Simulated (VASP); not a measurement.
Al3Cl, 4 atoms in the cell. The cell holds a slab with vacuum, 4 atoms: a = 2.857 Å, b = 2.857 Å, c = 20.101 Å, α = 90.00°, β = 90.00°, γ = 120.00°. 

- Program: VASP 6.6.1
- Task: relaxation of the atoms
- Functional: PBE
- Potentials or basis: VASP PAW PBE potentials, release 64 (Al, Cl)
- Cutoff: 520 eV
- k mesh: 9 × 9 × 1
- Occupations: gaussian, width 0.1 eV
- Spin: no spin polarisation
- Dipole correction: yes
- Atoms held fixed (from 0): [0, 1, 2]
- Further INCAR settings: ALGO = Normal; EDIFF = 1e-07; IBRION = 2; EDIFFG = -0.025; NSW = 36
- Atoms held along some axes (from 0): atom 3 along a and b

Potentials or basis: VASP PAW PBE potentials, release 64 (Al, Cl).

Run with:

```sh
$ cat potpaw_PBE.64/Al/POTCAR potpaw_PBE.64/Cl/POTCAR > POTCAR
$ mpirun -np 1 vasp_std > vasp.out
```

Hardware: 1 thread of Intel(R) Xeon(R) 6975P-C (Granite Rapids), with other jobs on the host.

**Question.** Estimate the wall time of this run.

**Answer.** Run time: 2.1 min on 1 thread of Intel(R) Xeon(R) 6975P-C (Granite Rapids) (shared host), peak memory 0.31 GiB. Counts: scf iterations 44, k points 41, ion steps 3.
